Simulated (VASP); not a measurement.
# HfN in VASP: notebook

The runs below take HfN through single point, with PBE.

Program: VASP 6.6.1. These are calculated values, not measurements. Logs are shortened: lines on timing, memory, paths and dates and some standing lists are left out, and cuts for length are marked.

### Step 1. The cell of the first run

The cell holds a slab with vacuum, 6 atoms: a = 3.216 Å, b = 3.216 Å, c = 11.732 Å, α = 90.00°, β = 90.00°, γ = 90.00°.

### Step 2. Single point, PBE

INCAR reads:

```
PREC = Accurate ; ENCUT = 520
EDIFF = 1E-6 ; ISMEAR = -1
SIGMA = 0.08 ; LREAL = False
LASPH = True ; NELM = 80
ALGO = Normal ; ISIF = 2
LWAVE = False ; LCHARG = False
LDIPOL = True ; IDIPOL = 3
DIPOL = 0.5 0.5 0.500 ; GGA = PE
NBANDS = 32
```

KPOINTS reads:

```
regular mesh
0
Gamma
  11 11 1
```

POSCAR reads:

```
HfN
1.0
    3.2159806212      0.0000000000      0.0000000000
    0.0000000000      3.2159806212      0.0000000000
    0.0000000000      0.0000000000     11.7319000000
Hf N
3 3
Direct
    0.2500000000      0.2500000000      0.3174204332
    0.7500000000      0.7500000000      0.5000000240
    0.2500000000      0.2500000000      0.6825791656
    0.7500000000      0.7500000000      0.2983307906
    0.2500000000      0.2500000000      0.4999998426
    0.7500000000      0.7500000000      0.7016692094
```

Potentials or basis: VASP PAW PBE potentials, release 64 (Hf_pv, N).

Launch:

```sh
$ cat potpaw_PBE.64/Hf_pv/POTCAR potpaw_PBE.64/N/POTCAR > POTCAR
$ mpirun -np 1 vasp_std > vasp.out
```

OUTCAR:

```text
PREC = Accurate
   ENCUT = 520
   EDIFF = 1E-6
   ISMEAR = -1
   LREAL = False
   LASPH = True
   NELM = 80
   ISIF = 2
   GGA = PE

 ion  position               nearest neighbor table
   1  0.250  0.250  0.317-   5 2.14   4 2.29   4 2.29   4 2.29   4 2.29   2 3.12   2 3.12   2 3.12
                             2 3.12
   2  0.750  0.750  0.500-   5 2.27   5 2.27   5 2.27   5 2.27   6 2.37   4 2.37   3 3.12   3 3.12
                             3 3.12   3 3.12   1 3.12   1 3.12   1 3.12   1 3.12
   3  0.250  0.250  0.683-   5 2.14   6 2.29   6 2.29   6 2.29   6 2.29   2 3.12   2 3.12   2 3.12
                             2 3.12
   4  0.750  0.750  0.298-   1 2.29   1 2.29   1 2.29   1 2.29   2 2.37
   5  0.250  0.250  0.500-   3 2.14   1 2.14   2 2.27   2 2.27   2 2.27   2 2.27
   6  0.750  0.750  0.702-   3 2.29   3 2.29   3 2.29   3 2.29   2 2.37

  LATTYP: Found a simple tetragonal cell.
 ALAT       =     3.2159806212
 C/A-ratio  =     3.6480008376

  Lattice vectors:

 A1 = (   3.2159806212,   0.0000000000,   0.0000000000)
 A2 = (   0.0000000000,   3.2159806212,   0.0000000000)
 A3 = (   0.0000000000,   0.0000000000,  11.7319000000)

Analysis of symmetry for initial positions (statically):
=====================================================================
 Subroutine PRICEL returns:
 Original cell was already a primitive cell.

 Routine SETGRP: Setting up the symmetry group for a
 simple tetragonal supercell.

 Subroutine GETGRP returns: Found 16 space group operations
 (whereof  4 operations were pure point group operations)
 out of a pool of 16 trial point group operations.

The static configuration has the point symmetry C_2v.
 The point group associated with its full space group is D_4h.

Analysis of symmetry for dynamics (positions and initial velocities):
=====================================================================
 Subroutine PRICEL returns:
 Original cell was already a primitive cell.

 Routine SETGRP: Setting up the symmetry group for a
 simple tetragonal supercell.

 Subroutine GETGRP returns: Found 16 space group operations
 (whereof  4 operations were pure point group operations)
 out of a pool of 16 trial point group operations.

The dynamic configuration has the point symmetry C_2v.
 The point group associated with its full space group is D_4h.

 Subroutine INISYM returns: Found 16 space group operations
 (whereof  4 operations are pure point group operations),
 and found     1 'primitive' translations

----------------------------------------------------------------------------------------

                                     Primitive cell

  volume of cell :     121.3375

  direct lattice vectors                    reciprocal lattice vectors
     3.215980621  0.000000000  0.000000000     0.310947147  0.000000000  0.000000000
     0.000000000  3.215980621  0.000000000     0.000000000  0.310947147  0.000000000
     0.000000000  0.000000000 11.731900000     0.000000000  0.000000000  0.085237685

  length of vectors
     3.215980621  3.215980621 11.731900000     0.310947147  0.310947147  0.085237685

  position of ions in fractional coordinates (direct lattice)
     0.250000000  0.250000000  0.317420433
     0.750000000  0.750000000  0.500000024
     0.250000000  0.250000000  0.682579166
     0.750000000  0.750000000  0.298330791
     0.250000000  0.250000000  0.499999843
     0.750000000  0.750000000  0.701669209

  ion indices of the primitive-cell ions
   primitive index   ion index
                 1           1
                 2           2
                 3           3
                 4           4
                 5           5
                 6           6

----------------------------------------------------------------------------------------

 KPOINTS: regular mesh

Automatic generation of k-mesh.
 Grid dimensions read from file:
 generate k-points for:   11   11    1

 Generating k-lattice:

  Cartesian coordinates                     Fractional coordinates (reciprocal lattice)
     0.028267922  0.000000000  0.000000000     0.090909091  0.000000000  0.000000000
     0.000000000  0.028267922  0.000000000     0.000000000  0.090909091  0.000000000
     0.000000000  0.000000000  0.085237685     0.000000000  0.000000000  1.000000000

  Length of vectors
     0.028267922  0.028267922  0.085237685

  Shift w.r.t. Gamma in fractional coordinates (k-lattice)
     0.000000000  0.000000000  0.000000000

 Subroutine IBZKPT returns following result:
 ===========================================

 Found     21 irreducible k-points:

 Following reciprocal coordinates:
            Coordinates               Weight
  0.000000  0.000000  0.000000      1.000000
  0.090909  0.000000  0.000000      4.000000
  0.181818  0.000000  0.000000      4.000000
  0.272727  0.000000  0.000000      4.000000
  0.363636  0.000000  0.000000      4.000000
  0.454545  0.000000  0.000000      4.000000
[... 13 lines left out ...]
  0.454545  0.363636  0.000000      8.000000
  0.454545  0.454545  0.000000      4.000000
   k-points           NKPTS =     21   k-points in BZ     NKDIM =     21   number of bands    NBANDS=     32
   number of dos      NEDOS =    301   number of ions     NIONS =      6
   total plane-waves  NPLWV =  51840
   dimension x,y,z NGX =    24 NGY =   24 NGZ =   90
   dimension x,y,z NGXF=    48 NGYF=   48 NGZF=  180
   ions per type =               3   3
   NGX,Y,Z   is equivalent  to a cutoff of  12.41, 12.41, 12.75 a.u.
   NGXF,Y,Z  is equivalent  to a cutoff of  24.81, 24.81, 25.51 a.u.
 SYSTEM =  unknown system
   PREC   = accura    normal or accurate (medium, high low for compatibility)
   ISTART =      0    job   : 0-new  1-cont  2-samecut
   ICHARG =      2    charge: 1-file 2-atom 10-const
   ISPIN  =      1    spin polarized calculation?
   LNONCOLLINEAR =      F non collinear calculations
   LSORBIT =      F    spin-orbit coupling
   LASPH  =      T    aspherical Exc in radial PAW
   ENCUT  =  520.0 eV  38.22 Ry    6.18 a.u.   5.98  5.98 21.81*2*pi/ulx,y,z
   NELM   =     80;   NELMIN=  2; NELMDL= -5     # of ELM steps
   EDIFF  = 0.1E-05   stopping-criterion for ELM
   LREAL  =      F    real-space projection
   EDIFFG = 0.1E-04   stopping-criterion for IOM
   NSW    =      0    number of steps for IOM
   IBRION =     -1    ionic relax: 0-MD 1-quasi-New 2-CG
   NFREE  =      0    steps in history (QN), initial steepest desc. (CG)
   ISIF   =      2    stress and relaxation
   ISYM   =      2    0-nonsym 1-usesym 2-fastsym
   POTIM  = 0.5000    time-step for ionic-motion
   TEBEG  =    0.0;   TEEND  =   0.0 temperature during run
   PSTRESS=    0.0 pullay stress
   NELECT =      45.0000    total number of electrons
   NUPDOWN=      -1.0000    fix difference up-down
   EMIN   =  10.00;   EMAX   =-10.00  energy-range for DOS
   EFERMI =   0.00;   METHOD = LEGACY
   ISMEAR =    -1;   SIGMA  =   0.08  broadening in eV -4-tet -1-fermi 0-gaus
   EFERMI_NEDOS =   21; number of points for ismear=-14 and -15
   IALGO  =     38    algorithm
   IMIX   =      4    mixing-type and parameters
     AMIX     =   0.40;   BMIX     =  1.00
     AMIX_MAG =   1.60;   BMIX_MAG =  1.00
  volume/ion in A,a.u.               =      20.22       136.47
  Fermi-wavevector in a.u.,A,eV,Ry     =   1.176198  2.222693 18.822882  1.383443
  Thomas-Fermi vector in A             =   2.312566
   LORBIT       =      0    0 simple, 1 ext, 2 COOP (PROOUT), +10 PAW based schemes
   GGA     = PE    functional components
   LHFCALC =     F    Hartree Fock is set to
   AEXX    =    0.0000 exact exchange contribution
   IVDW    =     0    specifies the selected vdW correction
   LEPSILON=     F    determine dielectric tensor
   LRPA    =     F    only Hartree local field effects (RPA)
 non-spin polarized calculation
  energy-cutoff  :      520.00
  volume of cell :      121.34
 maximum number of plane-waves:      3299
 NGX is ok and might be reduce to    24
   NGX = 11   NGY = 11   NGZ = 43

 number of electron      44.9999997 magnetization

 dipolmoment           0.000000      0.000000      0.000039 electrons x Angstroem

 Free energy of the ion-electron system (eV)
  ---------------------------------------------------
  ext. energy  EPLUGINS =         0.00000000
  ---------------------------------------------------
  free energy    TOTEN  =       -63.38454045 eV

  energy without entropy =      -63.33570064  energy(sigma->0) =      -63.36012055

 E-fermi :   3.6860     XC(G=0):  -8.5853

 val. band max:        3.6664438416   @ k =   0.3636   0.2727   0.0000
 cond. band min:       3.6952362394   @ k =   0.2727   0.0000   0.0000
 fundamental gap:      0.0287923978
 Fermi energy:         3.6859809306

 k-point     1 :       0.0000    0.0000    0.0000
  band No.  band energies     occupation
      1     -28.3505      2.00000
      2     -28.2629      2.00000
      3     -27.8107      2.00000
      4     -27.8107      2.00000
      5     -27.7372      2.00000
      6     -27.7372      2.00000
[... 24 lines left out ...]
     31       6.7861      0.00000
     32       6.8547      0.00000

 k-point     2 :       0.0909    0.0000    0.0000
  band No.  band energies     occupation
      1     -28.3408      2.00000
      2     -28.2758      2.00000
      3     -27.8389      2.00000
      4     -27.8016      2.00000
      5     -27.7987      2.00000
      6     -27.7327      2.00000
[... 24 lines left out ...]
     31       6.8885      0.00000
     32       6.9745      0.00000
[... 628 lines left out ...]
     31       8.4421      0.00000
     32       8.6790      0.00000

 k-point    21 :       0.4545    0.4545    0.0000
  band No.  band energies     occupation
      1     -28.2527      2.00000
      2     -28.2299      2.00000
      3     -28.1630      2.00000
      4     -28.1435      2.00000
      5     -28.0936      2.00000
      6     -28.0840      2.00000
[... 24 lines left out ...]
     31       8.7787      0.00000
     32       8.9175      0.00000

------------------------ aborting loop because EDIFF is reached ----------------------------------------

 vacuum level on the upper side and lower side of the slab       (xc-potential included)        -1.673        -1.674

  FORCE on cell =-STRESS in cart. coord.  units (eV):
  Direction    XX          YY          ZZ          XY          YZ          ZX
  --------------------------------------------------------------------------------------
  -------------------------------------------------------------------------------------
  Total       -6.4079908     -6.4079908     -0.3705862     -0.0000000      0.0000000     -0.0000000
  in kB      -84.6130329    -84.6130329     -4.8933315     -0.0000000      0.0000000     -0.0000000
  external PRESSURE =     -58.0397991 kB  Pullay stress =       0.0000000 kB

 VOLUME and BASIS-vectors are now :
 -----------------------------------------------------------------------------
  energy-cutoff  :      520.00
  volume of cell :      121.34
      direct lattice vectors                 reciprocal lattice vectors
     3.215980621  0.000000000  0.000000000     0.310947147  0.000000000  0.000000000
     0.000000000  3.215980621  0.000000000     0.000000000  0.310947147  0.000000000
     0.000000000  0.000000000 11.731900000     0.000000000  0.000000000  0.085237685

 POSITION                                       TOTAL-FORCE (eV/Angst)
 -----------------------------------------------------------------------------------
      0.80400      0.80400      3.72394        -0.000000     -0.000000     -0.104927
      2.41199      2.41199      5.86595         0.000000      0.000000      0.000000
      0.80400      0.80400      8.00795         0.000000     -0.000000      0.104927
      2.41199      2.41199      3.49999        -0.000000     -0.000000      0.162507
      0.80400      0.80400      5.86595        -0.000000      0.000000      0.000000
      2.41199      2.41199      8.23191         0.000000     -0.000000     -0.162507
 -----------------------------------------------------------------------------------
    total drift:                                0.000000      0.000000      0.006491

  FREE ENERGIE OF THE ION-ELECTRON SYSTEM (eV)
  ---------------------------------------------------
  free  energy   TOTEN  =       -63.3845404531 eV

  energy  without entropy=      -63.3357006432  energy(sigma->0) =      -63.36012055

 vacuum level on the upper side and lower side of the slab         4.667         4.667
```

Run time: 96 s. Hardware: 1 thread of Intel Xeon 6975P-C (Granite Rapids), shared host; peak memory 0.24 GiB.

What came out:

```
Free energy            : -63.3845 eV
Largest force          : 0.163 eV/Å
Band gap on the k mesh : zero (an odd number of electrons rules out a gap without spin polarisation)
```

Forces on the atoms (eV/Å):
```
Hf   0.000  0.000 -0.105
Hf   0.000  0.000  0.000
Hf   0.000  0.000  0.105
N    0.000  0.000  0.163
N    0.000  0.000  0.000
N    0.000  0.000 -0.163
```

Caveat: spin-orbit coupling is left out, which moves the levels of the heavy elements.

### Step 3. Single point, PBE

This run uses another cell than the first one.

INCAR reads:

```
SYSTEM = HfN
ALGO = Normal ; DIPOL = 0.5 0.5 0.500
EDIFF = 1E-6 ; ENCUT = 520
GGA = PE ; IDIPOL = 3
ISIF = 2 ; ISMEAR = -1
LASPH = .True. ; LCHARG = .False.
LDIPOL = .True. ; LREAL = .False.
LWAVE = .False. ; NBANDS = 32
NELM = 60 ; PREC = Accurate
SIGMA = 0.08
```

KPOINTS reads:

```
k-points
0
Gamma
  11 11 1
  0 0 0
```

POSCAR reads:

```
HfN
1.0
    3.2159806212      0.0000000000      0.0000000000
    0.0000000000      3.2159806212      0.0000000000
    0.0000000000      0.0000000000     20.5481000000
Hf N
3 3
Direct
    0.2500000000      0.2500000000      0.3893308040
    0.7500000000      0.7500000000      0.5000000000
    0.2500000000      0.2500000000      0.6106691960
    0.7500000000      0.7500000000      0.3893308040
    0.2500000000      0.2500000000      0.5000000000
    0.7500000000      0.7500000000      0.6106691960
```

Potentials or basis: VASP PAW PBE potentials, release 64 (Hf_pv, N).

Launch:

```sh
$ cat potpaw_PBE.64/Hf_pv/POTCAR potpaw_PBE.64/N/POTCAR > POTCAR
$ mpirun -np 1 vasp_std > vasp.out
```

OUTCAR:

```text
SYSTEM = HfN
   EDIFF = 1E-6
   ENCUT = 520
   GGA = PE
   ISIF = 2
   ISMEAR = -1
   LASPH = .True.
   LREAL = .False.
   NELM = 60
   PREC = Accurate

 ion  position               nearest neighbor table
   1  0.250  0.250  0.389-   4 2.27   4 2.27   4 2.27   4 2.27   5 2.27   2 3.22   2 3.22   2 3.22
                             2 3.22
   2  0.750  0.750  0.500-   5 2.27   5 2.27   5 2.27   5 2.27   6 2.27   4 2.27   3 3.22   3 3.22
                             1 3.22   3 3.22   1 3.22   1 3.22   3 3.22   1 3.22
   3  0.250  0.250  0.611-   6 2.27   6 2.27   6 2.27   6 2.27   5 2.27   2 3.22   2 3.22   2 3.22
                             2 3.22
   4  0.750  0.750  0.389-   1 2.27   1 2.27   1 2.27   1 2.27   2 2.27
   5  0.250  0.250  0.500-   2 2.27   2 2.27   2 2.27   2 2.27   3 2.27   1 2.27
   6  0.750  0.750  0.611-   3 2.27   3 2.27   3 2.27   3 2.27   2 2.27

  LATTYP: Found a simple tetragonal cell.
 ALAT       =     3.2159806212
 C/A-ratio  =     6.3893730779

  Lattice vectors:

 A1 = (   3.2159806212,   0.0000000000,   0.0000000000)
 A2 = (   0.0000000000,   3.2159806212,   0.0000000000)
 A3 = (   0.0000000000,   0.0000000000,  20.5481000000)

[... 193 lines left out ...]
      1     -31.3325      2.00000
      2     -31.2611      2.00000
      3     -30.7982      2.00000
      4     -30.7982      2.00000
      5     -30.7690      2.00000
      6     -30.7690      2.00000
[... 724 lines left out ...]
     31       6.0098      0.00000
     32       6.0905      0.00000

------------------------ aborting loop because EDIFF is reached ----------------------------------------

 vacuum level on the upper side and lower side of the slab       (xc-potential included)        -0.530        -0.530

  FORCE on cell =-STRESS in cart. coord.  units (eV):
  Direction    XX          YY          ZZ          XY          YZ          ZX
  --------------------------------------------------------------------------------------
  -------------------------------------------------------------------------------------
  Total       -7.2930540     -7.2930540     -2.9614323     -0.0000000      0.0000000      0.0000000
  in kB      -54.9821215    -54.9821215    -22.3261522     -0.0000000      0.0000000      0.0000000
  external PRESSURE =     -44.0967984 kB  Pullay stress =       0.0000000 kB

 VOLUME and BASIS-vectors are now :
 -----------------------------------------------------------------------------
  energy-cutoff  :      520.00
  volume of cell :      212.52
      direct lattice vectors                 reciprocal lattice vectors
     3.215980621  0.000000000  0.000000000     0.310947147  0.000000000  0.000000000
     0.000000000  3.215980621  0.000000000     0.000000000  0.310947147  0.000000000
     0.000000000  0.000000000 20.548100000     0.000000000  0.000000000  0.048666300

 POSITION                                       TOTAL-FORCE (eV/Angst)
 -----------------------------------------------------------------------------------
      0.80400      0.80400      8.00001        -0.000000      0.000000      1.437409
      2.41199      2.41199     10.27405        -0.000000      0.000000      0.000000
      0.80400      0.80400     12.54809         0.000000      0.000000     -1.437409
      2.41199      2.41199      8.00001         0.000000     -0.000000     -0.797770
      0.80400      0.80400     10.27405         0.000000     -0.000000      0.000000
      2.41199      2.41199     12.54809        -0.000000      0.000000      0.797770
 -----------------------------------------------------------------------------------
    total drift:                                0.000000      0.000000     -0.000000

  FREE ENERGIE OF THE ION-ELECTRON SYSTEM (eV)
  ---------------------------------------------------
  free  energy   TOTEN  =       -63.0809181868 eV

  energy  without entropy=      -63.0277437201  energy(sigma->0) =      -63.05433095

 vacuum level on the upper side and lower side of the slab         3.360         3.360
```

OSZICAR:

```text
N       E                     dE             d eps       ncg     rms          rms(c)
DAV:   1     0.255281978979E+03    0.25528E+03   -0.23524E+04  1640   0.119E+03
DAV:   2    -0.487552001248E+02   -0.30404E+03   -0.29338E+03  1728   0.304E+02
DAV:   3    -0.740840077533E+02   -0.25329E+02   -0.24849E+02  1696   0.743E+01
DAV:   4    -0.749750543936E+02   -0.89105E+00   -0.88641E+00  1896   0.147E+01
DAV:   5    -0.749902960323E+02   -0.15242E-01   -0.15234E-01  1760   0.189E+00    0.766E+01
DAV:   6    -0.636004211896E+02    0.11390E+02   -0.56284E+01  1608   0.325E+01    0.608E+01
DAV:   7    -0.633768115756E+02    0.22361E+00   -0.71988E+00  1672   0.126E+01    0.230E+01
DAV:   8    -0.630987940527E+02    0.27802E+00   -0.15120E+00  1768   0.586E+00    0.418E+00
DAV:   9    -0.630815626054E+02    0.17231E-01   -0.30196E-01  1712   0.244E+00    0.371E+00
DAV:  10    -0.630782997010E+02    0.32629E-02   -0.22919E-02  1808   0.884E-01    0.447E-01
DAV:  11    -0.630786797063E+02   -0.38001E-03   -0.37819E-03  1752   0.322E-01    0.349E-01
DAV:  12    -0.630793241217E+02   -0.64442E-03   -0.79316E-04  1768   0.122E-01    0.173E-01
DAV:  13    -0.630802893354E+02   -0.96521E-03   -0.58565E-04  1584   0.103E-01    0.154E-01
DAV:  14    -0.630807197073E+02   -0.43037E-03   -0.18293E-04  1760   0.582E-02    0.417E-02
DAV:  15    -0.630808697163E+02   -0.15001E-03   -0.58014E-05  1776   0.263E-02    0.288E-02
DAV:  16    -0.630809179225E+02   -0.48206E-04   -0.43867E-05  1592   0.209E-02    0.738E-03
DAV:  17    -0.630809188763E+02   -0.95375E-06   -0.11805E-05  1656   0.107E-02    0.286E-02
DAV:  18    -0.630809181868E+02    0.68946E-06   -0.29794E-06  1344   0.565E-03
   1 F= -.63080918E+02 E0= -.63054331E+02  d E =-.531745E-01
```

It took 2.1 min on 1 thread of Intel Xeon 6975P-C (Granite Rapids), shared host; peak memory 0.34 GiB.

Results:

```yaml
Free_energy: -63.0809 eV
Largest_force: 1.437 eV/Å
Band_gap_on_the_k_mesh: zero (an odd number of electrons rules out a gap without spin polarisation)
```

Forces on the atoms (eV/Å):
```
Hf   0.000  0.000  1.437
Hf   0.000  0.000  0.000
Hf   0.000  0.000 -1.437
N    0.000  0.000 -0.798
N    0.000  0.000  0.000
N    0.000  0.000  0.798
```

Levels at points of the mesh, in eV from the Fermi level:
| k point | band 18 | band 19 | band 20 | band 21 | band 22 | band 23 | band 24 | band 25 | band 26 | band 27 |
| --- | --- | --- | --- | --- | --- | --- | --- | --- | --- | --- |
| (0.00, 0.00, 0.00) | -3.27 | -3.11 | -3.11 | -2.69 | -2.69 | -2.11 | -0.88 | -0.65 | 0.58 | 0.69 |

Caveat: spin-orbit coupling is left out, which moves the levels of the heavy elements.

(Part 1 of 2 ends here.)
